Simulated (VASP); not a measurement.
Crystal: AlN.

```xyz
4
Lattice="3.1298 0.0000 0.0000 -1.5649 2.7104 0.0000 0.0000 0.0000 5.0174" Properties=species:S:1:pos:R:3 pbc="T T T"
Al    1.5669    0.9024    2.5088
Al   -0.0019    1.8082    5.0175
N     1.5521    0.9108    4.4152
N     0.0128    1.7995    1.9065
```

Base run:

```yaml
Program: VASP 6.6.1
Functional: r2SCAN
Potentials_or_basis: VASP PAW PBE potentials, release 64 (Al, N)
Cutoff: 660 eV
k_mesh: 10 × 10 × 6
Occupations: fermi-dirac, width 0.01 eV
Spin: no spin polarisation
```

Its results: band gap on the k mesh 4.74 eV; pressure -4.9 GPa; largest force 0.232 eV/Å.

The run is repeated on the same cell with these changes: functional from r2SCAN to LDA; potentials or basis from VASP PAW PBE potentials, release 64 (Al, N) to VASP PAW LDA potentials, release 64 (Al, N); cutoff from 660 eV to 600 eV. What comes out?

Band gap on the k mesh 4.09 eV; pressure -7.6 GPa; largest force 0.221 eV/Å.

Caveats: the cell stands under tension; the PAW data sets were made with another functional, which shifts forces and pressure a little (at least some runs).

A k mesh can miss the band edges.
